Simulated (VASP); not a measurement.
# Si16N (a cell with a defect): single point with PBE+D3(BJ)

The system is Si16N (a cell with a defect).

```
CELL_PARAMETERS angstrom
0.00000 5.43000 5.43000
5.43000 0.00000 5.43000
5.43000 5.43000 0.00000
ATOMIC_POSITIONS crystal
Si 0.02080 0.00502 0.94669
Si 0.13993 0.05459 0.14394
Si 0.93533 0.00657 0.50734
Si 0.09558 0.16252 0.58770
Si 0.01861 0.44701 0.03082
Si 0.14830 0.59226 0.11795
Si 0.99896 0.52542 0.48588
Si 0.01834 0.65786 0.66344
Si 0.50248 0.02482 0.07049
Si 0.64655 0.21412 0.05288
Si 0.46721 0.04940 0.47598
Si 0.55416 0.21996 0.58775
Si 0.47891 0.61680 0.95372
Si 0.61278 0.64497 0.14203
Si 0.39737 0.57411 0.52820
Si 0.62527 0.68044 0.58344
N 0.48090 0.03508 0.83884
```

| Quantity | Value |
| --- | --- |
| Program | VASP 6.6.1 |
| Task | single point |
| Functional | PBE |
| Dispersion | D3(BJ) |
| Potentials or basis | VASP PAW PBE potentials, release 64 (Si, N) |
| Cutoff | 520 eV |
| k mesh | 2 × 2 × 2 |
| Occupations | fermi-dirac, width 0.05 eV |
| Spin | collinear spin, ferromagnetic start |
| Starting moments | [0.0, 0.0, 0.0, 0.0, 0.0, 0.0, 0.0, 0.0, 0.0, 0.0, 0.0, 0.0, 0.0, 0.0, 0.0, 0.0, 1.0] μB |

```
Pressure                                              : 0.0 GPa
Largest force                                         : 3.755 eV/Å
Net moment                                            : 0.00 μB per cell
Valence electrons inside the program's atomic spheres : Si 1.64, 1.62, 1.67, 1.69, 1.63, 1.68, 1.75, 1.74, 1.65, 1.66; N 3.70
Dispersion energy per atom                            : -0.313 eV
```

Forces on the atoms (eV/Å):
```
Si   0.570  0.862 -1.420
Si   0.393 -0.561  1.145
Si   1.795 -1.145  1.632
Si  -1.115  0.150 -0.702
Si  -0.019 -1.284 -1.045
Si   1.406 -1.220  0.989
Si  -1.439 -1.645 -1.040
Si   0.764  3.237  0.251
Si  -2.619 -1.741 -2.053
Si   1.257  0.938  1.050
Si  -0.777 -1.103  1.354
Si  -1.007  0.785 -1.159
Si  -1.408  0.864  0.200
Si   1.151  1.449  0.159
Si  -0.406  0.317  1.757
Si   0.255 -0.890 -1.203
N    1.198  0.986  0.086
```

Stress tensor (GPa, compression positive):
```
-0.85  1.67  1.31
 1.67 -0.28 -1.11
 1.31 -1.11  1.00
```

Levels at points of the mesh, in eV from the Fermi level:
Spin up:
| k point | band 31 | band 32 | band 33 | band 34 | band 35 | band 36 | band 37 | band 38 |
| --- | --- | --- | --- | --- | --- | --- | --- | --- |
| (0.00, 0.00, 0.00) | -0.99 | -0.81 | -0.44 | -0.27 | -0.12 | 0.11 | 0.35 | 0.56 |
| (0.50, 0.00, 0.00) | -1.19 | -1.02 | -0.83 | -0.58 | 0.21 | 0.53 | 0.79 | 1.08 |
| (0.00, 0.50, 0.00) | -1.12 | -1.03 | -0.86 | -0.73 | -0.11 | 0.62 | 0.78 | 1.00 |
| (0.00, 0.00, 0.50) | -1.19 | -0.83 | -0.49 | -0.32 | 0.30 | 0.39 | 0.81 | 0.93 |
| (0.50, 0.50, 0.50) | -0.99 | -0.88 | -0.71 | -0.56 | -0.11 | 0.66 | 0.93 | 1.14 |
| (0.50, 0.50, 0.00) | -1.53 | -1.32 | -0.99 | -0.49 | 0.61 | 0.80 | 1.07 | 1.62 |
| (0.00, 0.50, 0.50) | -1.45 | -1.33 | -1.04 | -0.35 | 0.07 | 0.96 | 1.18 | 1.68 |
| (0.50, 0.00, 0.50) | -1.36 | -1.15 | -1.07 | -0.48 | -0.22 | 0.94 | 1.22 | 1.54 |
Spin down:
```
           k point  band 32  band 33  band 34  band 35  band 36  band 37
(0.00, 0.00, 0.00)    -0.81    -0.44    -0.27    -0.12     0.11     0.35
(0.50, 0.00, 0.00)    -1.02    -0.83    -0.58     0.21     0.53     0.79
(0.00, 0.50, 0.00)    -1.03    -0.86    -0.73    -0.11     0.62     0.78
(0.00, 0.00, 0.50)    -0.83    -0.49    -0.32     0.30     0.39     0.81
(0.50, 0.50, 0.50)    -0.88    -0.71    -0.56    -0.11     0.66     0.93
(0.50, 0.50, 0.00)    -1.32    -0.99    -0.49     0.61     0.80     1.07
(0.00, 0.50, 0.50)    -1.33    -1.04    -0.35     0.07     0.96     1.18
(0.50, 0.00, 0.50)    -1.15    -1.07    -0.48    -0.22     0.94     1.22
```

Run time: 18 min on 1 thread of Oxide Virtual Turin-like Processor, on a shared host, peak memory 0.68 GiB.

Caveat: the k points lie up to 0.50 Å⁻¹ apart.
